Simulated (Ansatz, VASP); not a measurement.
## Two plane-wave programs on BeS

INCAR

```
ALGO     = Normal         # electronic algorithm
EDIFF    = 1E-7           # SCF threshold, eV
ENCUT    = 520            # plane-wave cutoff, eV
GGA      = PE             # functional
ISIF     = 2              # what is computed and relaxed
ISMEAR   = 0              # smearing method
LASPH    = T              # aspherical terms in the spheres
LCHARG   = T              # write CHGCAR
LELF     = T              # ELF
LREAL    = F              # projectors in reciprocal space
LVHAR    = T            
LWAVE    = F              # write WAVECAR
NBANDS   = 11             # bands
NELM     = 100            # most SCF steps
PREC     = Accurate       # precision mode
SIGMA    = 0.05           # smearing width, eV
```

KPOINTS

```
k-points
0
Gamma
  8 8 8
```

POSCAR

```
BeS
1.0
    0.0000000000      2.3886250000      2.4250000000
    2.3886250000      0.0000000000      2.4250000000
    2.3886250000      2.3886250000      0.0000000000
Be S
1 1
Direct
    0.0000000000      0.0000000000      0.0000000000
    0.7500000000      0.7500000000      0.7500000000
```

Input for Ansatz:

```yaml
crystal:
  lattice:
    - [0.0, 2.388625, 2.425]
    - [2.388625, 0.0, 2.425]
    - [2.388625, 2.388625, 0.0]
  atoms:
    - { symbol: Be, position: [0.0, 0.0, 0.0] }
    - { symbol: S, position: [0.75, 0.75, 0.75] }
basis:
  ecutwfc: 420
kpoints:
  mp_grid: { grid: [8, 8, 8] }
hamiltonian:
  xc: pbe
scf:
  occupations: { method: gaussian, width: 0.05 }
output:
  forces: true
  stress: true
  eigenvalues: true
```

Change from the starting cell: strain -0.015 along x and y, +0.000 along z, atoms carried along.

Alike in both runs: task single point; functional PBE; k mesh 8 × 8 × 8; occupations gaussian, width 0.05 eV; no spin polarisation.

```csv
,VASP,Ansatz
version,VASP 6.6.1,Ansatz 0.2.0
potentials or method,"VASP PAW PBE potentials, release 64 (Be, S), cutoff 520 eV","scalar-relativistic, plane waves, PAW"
valence electrons in the cell,8,8
```

Ansatz gave:

| Item | Value |
| --- | --- |
| gap on the k mesh at the Fermi level (eV) | 2.97 |
| least direct gap on the mesh (eV) | 5.60 |
| pressure (GPa) | 4.7 |
| traceless stress, the component that is largest in VASP (GPa) | -1.03 |

Problem. What did VASP give for the same quantities?

Solution. gap on the k mesh at the Fermi level (eV): 2.97; least direct gap on the mesh (eV): 5.62; pressure (GPa): 4.7; traceless stress, the component that is largest in VASP (GPa): -1.02.

The functional is the same, so the differences come from potentials, cutoffs and numerics.
